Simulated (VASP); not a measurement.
# H2CO in VASP: notebook

Runs on H2CO. Level: PBE+D3(BJ). Tasks: single point.

Program: VASP 6.6.1. These are calculated values, not measurements. Logs are shortened: lines on timing, memory, paths and dates and some standing lists are left out, and cuts for length are marked.

## Step 1: The cell of the first run

The cell holds a disordered packing, 40 atoms: a = 9.355 Å, b = 8.777 Å, c = 8.668 Å, α = 84.02°, β = 86.21°, γ = 87.20°.

## Step 2: Single point, PBE+D3(BJ)

File INCAR:

```
PREC = Accurate ; ENCUT = 1000
EDIFF = 1E-6 ; ISMEAR = -1
SIGMA = 0.02 ; LREAL = Auto
LASPH = True ; NELM = 120
ALGO = Normal ; ISIF = 2
LWAVE = False ; LCHARG = True
GGA = PE ; IVDW = 12
LELF = True ; LVHAR = True
NBANDS = 86 ; GGA_COMPAT = False
```

File KPOINTS:

```
regular mesh
0
Gamma
  1 1 1
```

File POSCAR:

```
H2CO
1.0
    9.3480140000      0.2141980000      0.2923790000
    0.2141980000      8.7623770000      0.4515790000
    0.2923790000      0.4515790000      8.6510990000
O C H
10 10 20
Direct
    0.4705577464      0.3377169079      0.4982618894
    0.0188335235      0.7326065147      0.7655170466
    0.3576651288      0.6859557314      0.0130345317
    0.6860423782      0.9250309770      0.2145381820
    0.1676674256      0.1801139634      0.3278706997
    0.5863853511      0.5393142281      0.8309129577
    0.4172973036      0.0473206679      0.9284626163
    0.9132338040      0.3877040043      0.4827029060
    0.9114442904      0.3341596055     -0.0043447232
    0.5590598093      0.0356948705      0.4800457836
    0.4418115074      0.4014530167      0.3695525668
   -0.1003277298      0.7786675670      0.8029851236
    0.2659707682      0.6949671739      0.1232679399
    0.6273436011      0.9013268936      0.1019937014
    0.2238508957      0.0952522320      0.4351743971
    0.6131780961      0.5880542161      0.7026583174
    0.4431861499      0.1571399591      0.9957302039
    0.8814366076      0.2793668739      0.5697345774
    0.8638434365      0.2623449841      0.1131602857
    0.5928927306      0.0759866376      0.5994078494
    0.5027430657      0.5027460175      0.3203499280
    0.3433907587      0.3804180103      0.2951429603
   -0.1937085082      0.7850354736      0.7347888131
   -0.1054991552      0.8038206964      0.9201440408
    0.1706984178      0.6276884547      0.1541122628
    0.2815791679      0.7732644128      0.2235533537
    0.6937883865      0.9264798699     -0.0256300394
    0.5223073246      0.8461682158      0.1040303099
    0.3109175204      0.0080502866      0.4412571057
    0.1953519898      0.1295050137      0.5513636402
    0.5270325048      0.6189062756      0.6136702038
    0.7245905091      0.5992349363      0.6439000453
    0.5271927656      0.2327994972      0.9457911119
    0.4014841145      0.1713704990      1.1198261813
    0.8932761057      0.2619210583      0.6995697051
    0.8318204757      0.1770050822      0.5315580579
    0.8877811095      0.1478317418      0.1817657776
    0.7837045711      0.3223435749      0.1787862620
    0.6527336027      0.0027090818      0.6965509281
    0.5456949310      0.1881484643      0.6366227420
```

Potentials or basis: VASP PAW PBE potentials, release 64 (O_h, C_h, H_h).

Run with:

```console
> cat potpaw_PBE.64/O_h/POTCAR potpaw_PBE.64/C_h/POTCAR potpaw_PBE.64/H_h/POTCAR > POTCAR
> mpirun -np 1 vasp_gam > vasp.out
```

OUTCAR:

```text
PREC = Accurate
   ENCUT = 1000
   EDIFF = 1E-6
   ISMEAR = -1
   LREAL = Auto
   LASPH = True
   NELM = 120
   ISIF = 2
   GGA = PE
   IVDW = 12
 IVDW          = 12

 ion  position               nearest neighbor table
   1  0.471  0.338  0.498-  11 1.23
   2  0.019  0.733  0.766-  12 1.20
   3  0.358  0.686  0.013-  13 1.25
   4  0.686  0.925  0.215-  14 1.19
   5  0.168  0.180  0.328-  15 1.26
   6  0.586  0.539  0.831-  16 1.16
   7  0.417  0.047  0.928-  17 1.22
   8  0.913  0.388  0.483-  18 1.19
   9  0.911  0.334  0.996-  19 1.21
  10  0.559  0.036  0.480-  20 1.19
  11  0.442  0.401  0.370-  21 1.11  22 1.19   1 1.23
  12  0.900  0.779  0.803-  24 1.06  23 1.08   2 1.20
  13  0.266  0.695  0.123-  25 1.10  26 1.18   3 1.25
  14  0.627  0.901  0.102-  28 1.11   4 1.19
  15  0.224  0.095  0.435-  29 1.09  30 1.09   5 1.26
  16  0.613  0.588  0.703-  32 1.13  31 1.16   6 1.16
  17  0.443  0.157  0.996-  33 1.09  34 1.14   7 1.22
  18  0.881  0.279  0.570-  36 1.12  35 1.13   8 1.19
  19  0.864  0.262  0.113-  38 1.06  37 1.13   9 1.21
  20  0.593  0.076  0.599-  40 1.13  39 1.16  10 1.19
  21  0.503  0.503  0.320-  11 1.11
  22  0.343  0.380  0.295-  11 1.19
  23  0.806  0.785  0.735-  12 1.08
  24  0.895  0.804  0.920-  12 1.06
  25  0.171  0.628  0.154-  13 1.10
  26  0.282  0.773  0.224-  13 1.18
  27  0.694  0.926  0.974-
  28  0.522  0.846  0.104-  14 1.11
  29  0.311  0.008  0.441-  15 1.09
  30  0.195  0.130  0.551-  15 1.09
  31  0.527  0.619  0.614-  16 1.16
  32  0.725  0.599  0.644-  16 1.13
  33  0.527  0.233  0.946-  17 1.09
  34  0.401  0.171  0.120-  17 1.14
  35  0.893  0.262  0.700-  18 1.13
  36  0.832  0.177  0.532-  18 1.12
  37  0.888  0.148  0.182-  19 1.13
  38  0.784  0.322  0.179-  19 1.06
  39  0.653  0.003  0.697-  20 1.16
  40  0.546  0.188  0.637-  20 1.13

  LATTYP: Found a triclinic cell.
 ALAT       =     8.7766197973
 B/A-ratio  =     1.3302484349
 C/A-ratio  =     1.8869569194
 COS(alpha) =     0.0028449824
 COS(beta)  =     0.6120823714
 COS(gamma) =     0.6743863098

  Lattice vectors:

 A1 = (  -0.2141980000,  -8.7623770000,  -0.4515790000)
 A2 = (   0.0781810000,  -8.3107980000,   8.1995200000)
 A3 = (  -9.8545910000,  -9.4281540000,  -9.3950570000)

Analysis of symmetry for initial positions (statically):
=====================================================================
 Subroutine PRICEL returns:
 Original cell was already a primitive cell.

 Routine SETGRP: Setting up the symmetry group for a
 triclinic supercell.

 Subroutine GETGRP returns: Found  1 space group operations
 (whereof  1 operations were pure point group operations)
 out of a pool of  2 trial point group operations.

The static configuration has the point symmetry C_1 .

Analysis of symmetry for dynamics (positions and initial velocities):
=====================================================================
 Subroutine PRICEL returns:
 Original cell was already a primitive cell.

 Routine SETGRP: Setting up the symmetry group for a
 triclinic supercell.

 Subroutine GETGRP returns: Found  1 space group operations
 (whereof  1 operations were pure point group operations)
 out of a pool of  2 trial point group operations.

The dynamic configuration has the point symmetry C_1 .

 Subroutine INISYM returns: Found  1 space group operations
 (whereof  1 operations are pure point group operations),
 and found     1 'primitive' translations

----------------------------------------------------------------------------------------

                                     Primitive cell

  volume of cell :     705.6229

  direct lattice vectors                    reciprocal lattice vectors
     9.348014000  0.214198000  0.292379000     0.107139752 -0.002439002 -0.003493661
     0.214198000  8.762377000  0.451579000    -0.002439002  0.114487645 -0.005893714
     0.292379000  0.451579000  8.651099000    -0.003493661 -0.005893714  0.116017971

  length of vectors
     9.355037788  8.776619797  8.667809584     0.107224442  0.114665188  0.116220098

  position of ions in fractional coordinates (direct lattice)
     0.470557746  0.337716908  0.498261889
     0.018833523  0.732606515  0.765517047
     0.357665129  0.685955731  0.013034532
     0.686042378  0.925030977  0.214538182
     0.167667426  0.180113963  0.327870700
     0.586385351  0.539314228  0.830912958
[... 32 lines left out ...]
     0.652733603  0.002709082  0.696550928
     0.545694931  0.188148464  0.636622742

  ion indices of the primitive-cell ions
   primitive index   ion index
                 1           1
                 2           2
                 3           3
                 4           4
                 5           5
                 6           6
[... 32 lines left out ...]
                39          39
                40          40

----------------------------------------------------------------------------------------

 KPOINTS: regular mesh

Automatic generation of k-mesh.
 Grid dimensions read from file:
 generate k-points for:    1    1    1

 Generating k-lattice:

  Cartesian coordinates                     Fractional coordinates (reciprocal lattice)
     0.107139752 -0.002439002 -0.003493661     1.000000000  0.000000000  0.000000000
    -0.002439002  0.114487645 -0.005893714     0.000000000  1.000000000  0.000000000
    -0.003493661 -0.005893714  0.116017971     0.000000000 -0.000000000  1.000000000

  Length of vectors
     0.107224442  0.114665188  0.116220098

  Shift w.r.t. Gamma in fractional coordinates (k-lattice)
     0.000000000  0.000000000  0.000000000

 Subroutine IBZKPT returns following result:
 ===========================================

 Found      1 irreducible k-points:

 Following reciprocal coordinates:
            Coordinates               Weight
  0.000000  0.000000  0.000000      1.000000
   k-points           NKPTS =      1   k-points in BZ     NKDIM =      1   number of bands    NBANDS=     86
   number of dos      NEDOS =    301   number of ions     NIONS =     40
   total plane-waves  NPLWV = 829440
   dimension x,y,z NGX =    96 NGY =   96 NGZ =   90
   dimension x,y,z NGXF=   192 NGYF=  192 NGZF=  180
   ions per type =              10  10  20
   NGX,Y,Z   is equivalent  to a cutoff of  17.06, 18.18, 17.26 a.u.
   NGXF,Y,Z  is equivalent  to a cutoff of  34.12, 36.37, 34.52 a.u.
 SYSTEM =  unknown system
   PREC   = accura    normal or accurate (medium, high low for compatibility)
   ISTART =      0    job   : 0-new  1-cont  2-samecut
   ICHARG =      2    charge: 1-file 2-atom 10-const
   ISPIN  =      1    spin polarized calculation?
   LNONCOLLINEAR =      F non collinear calculations
   LSORBIT =      F    spin-orbit coupling
   LASPH  =      T    aspherical Exc in radial PAW
   ENCUT  = 1000.0 eV  73.50 Ry    8.57 a.u.  24.12 22.63 22.35*2*pi/ulx,y,z
   NELM   =    120;   NELMIN=  2; NELMDL= -5     # of ELM steps
   EDIFF  = 0.1E-05   stopping-criterion for ELM
   LREAL  =      T    real-space projection
   EDIFFG = 0.1E-04   stopping-criterion for IOM
   NSW    =      0    number of steps for IOM
[... 5 lines left out ...]
   TEBEG  =    0.0;   TEEND  =   0.0 temperature during run
   PSTRESS=    0.0 pullay stress
   NELECT =     120.0000    total number of electrons
   NUPDOWN=      -1.0000    fix difference up-down
   EMIN   =  10.00;   EMAX   =-10.00  energy-range for DOS
   EFERMI =   0.00;   METHOD = LEGACY
   ISMEAR =    -1;   SIGMA  =   0.02  broadening in eV -4-tet -1-fermi 0-gaus
   EFERMI_NEDOS =   21; number of points for ismear=-14 and -15
   IALGO  =     38    algorithm
   IMIX   =      4    mixing-type and parameters
     AMIX     =   0.40;   BMIX     =  1.00
     AMIX_MAG =   1.60;   BMIX_MAG =  1.00
  volume/ion in A,a.u.               =      17.64       119.04
  Fermi-wavevector in a.u.,A,eV,Ry     =   0.907008  1.713996 11.193011  0.822663
  Thomas-Fermi vector in A             =   2.030764
   LORBIT       =      0    0 simple, 1 ext, 2 COOP (PROOUT), +10 PAW based schemes
   GGA     = PE    functional components
   LHFCALC =     F    Hartree Fock is set to
   AEXX    =    0.0000 exact exchange contribution
   IVDW    =    12    specifies the selected vdW correction
   LEPSILON=     F    determine dielectric tensor
   LRPA    =     F    only Hartree local field effects (RPA)
 non-spin polarized calculation
  energy-cutoff  :     1000.00
  volume of cell :      705.62
 maximum number of plane-waves:     25355
   NGX = 49   NGY = 45   NGZ = 45

 number of electron     119.9999997 magnetization

 Free energy of the ion-electron system (eV)
  ---------------------------------------------------
  ext. energy  EPLUGINS =         0.00000000
  ---------------------------------------------------
  free energy    TOTEN  =      -220.94908813 eV

  energy without entropy =     -220.94908813  energy(sigma->0) =     -220.94908813

 E-fermi :  -2.5897     XC(G=0):  -5.5356

 val. band max:       -3.1640632612   @ k =   0.0000   0.0000   0.0000
 cond. band min:      -0.7437819942   @ k =   0.0000   0.0000   0.0000
 fundamental gap:      2.4202812671
 Fermi energy:        -2.5896532838

 k-point     1 :       0.0000    0.0000    0.0000
  band No.  band energies     occupation
      1     -24.5294      2.00000
      2     -24.3738      2.00000
      3     -24.2501      2.00000
      4     -24.2026      2.00000
      5     -24.0528      2.00000
      6     -24.0333      2.00000
[... 64 lines left out ...]
     71       1.6686      0.00000
     72       2.5257      0.00000
 [bands above 72 left out]

------------------------ aborting loop because EDIFF is reached ----------------------------------------

 Edisp (eV)   -1.28864

 E8    (eV) :    -0.2973

  FORCE on cell =-STRESS in cart. coord.  units (eV):
  Direction    XX          YY          ZZ          XY          YZ          ZX
  --------------------------------------------------------------------------------------
  -------------------------------------------------------------------------------------
  Total      -0.91349     2.09929    -1.31246    -0.50642     3.50686    -2.89488
  in kB      -2.07416     4.76661    -2.98005    -1.14987     7.96263    -6.57308
  external pressure =       -0.10 kB  Pullay stress =        0.00 kB

 VOLUME and BASIS-vectors are now :
 -----------------------------------------------------------------------------
  energy-cutoff  :     1000.00
  volume of cell :      705.62
      direct lattice vectors                 reciprocal lattice vectors
     9.348014000  0.214198000  0.292379000     0.107139752 -0.002439002 -0.003493661
     0.214198000  8.762377000  0.451579000    -0.002439002  0.114487645 -0.005893714
     0.292379000  0.451579000  8.651099000    -0.003493661 -0.005893714  0.116017971

 POSITION                                       TOTAL-FORCE (eV/Angst)
 -----------------------------------------------------------------------------------
      4.61680      3.28500      4.60060        -1.333174      1.110313     -2.288009
      0.55680      6.76910      6.95890         0.792454     -0.459702     -1.649259
      3.49420      6.09310      0.52710        -2.385794      0.089331      2.160628
      6.67400      8.34930      2.47430         0.429927      0.320165      1.071392
      1.70180      1.76220      2.96680         1.619063     -2.364683      1.037113
      5.84000      5.22650      7.60330        -0.412790     -1.123212      3.496769
[... 32 lines left out ...]
      6.30600      0.47810      6.21800        -0.123524      0.134495     -1.067073
      5.32760      2.05300      5.75200         0.747813     -0.602415      0.059557
 -----------------------------------------------------------------------------------
    total drift:                                0.001599     -0.000424     -0.000943

  FREE ENERGIE OF THE ION-ELECTRON SYSTEM (eV)
  ---------------------------------------------------
  free  energy   TOTEN  =      -222.2377264456 eV

  energy  without entropy=     -222.2377264456  energy(sigma->0) =     -222.23772645
```

It took 4 min on 1 thread of AMD EPYC 9R45 (Zen 5), shared host; peak memory 1.4 GiB.

What came out:

- Free energy: -222.2377 eV
- Pressure: 0.0 GPa
- Largest force: 4.833 eV/Å
- Band gap on the k mesh: 2.42 eV
- Dispersion energy per atom: -0.032 eV

Forces in eV/Å, atoms in the order of the input:
```
O   -1.333  1.110 -2.288
O    0.792 -0.460 -1.649
O   -2.386  0.089  2.161
O    0.430  0.320  1.071
O    1.619 -2.365  1.037
O   -0.413 -1.123  3.497
O   -0.530  0.589  0.164
O    0.407  1.272 -0.695
O    0.758 -1.154 -0.537
O    0.064 -0.932 -0.926
C   -0.737  0.181  0.754
C    1.280 -0.587  0.607
C    2.727  1.038 -0.057
C    1.212 -0.514 -2.568
C   -1.468  3.136 -0.573
C    0.130  0.881 -4.751
C    0.271 -1.035  0.568
C   -0.648 -1.786  1.353
C    0.035  0.371  0.727
C   -0.412  0.545  2.598
H    0.212 -0.132 -0.217
H    1.394 -0.225  1.281
H   -0.621  0.136 -0.695
H   -1.235  0.940  1.759
H   -0.396 -0.502 -0.739
H   -0.080 -0.615 -1.292
H   -1.480 -0.249  1.629
H    0.142  0.130 -0.164
H    0.261 -0.673 -1.230
H   -0.346 -0.168  0.807
H    0.384  0.041  0.711
H   -0.104  0.016  0.439
H    0.192  0.831 -0.214
H   -0.192  0.013 -0.728
H    0.248  0.607 -0.275
H   -0.011 -0.023 -0.370
H    0.722 -0.007 -1.266
H   -1.514  0.767  1.077
H   -0.124  0.134 -1.067
H    0.748 -0.602  0.060
```

Levels at points of the mesh, in eV from the valence-band top:
```
           k point  band 56  band 57  band 58  band 59  band 60  band 61  band 62  band 63  band 64  band 65
(0.00, 0.00, 0.00)    -0.37    -0.19    -0.18    -0.05     0.00     2.42     2.76     2.84     3.00     3.11
```

Caveat: the k points lie up to 0.73 Å⁻¹ apart; the atoms stand as in a frame of molecular dynamics.

(Continued in part 2 of 2.)
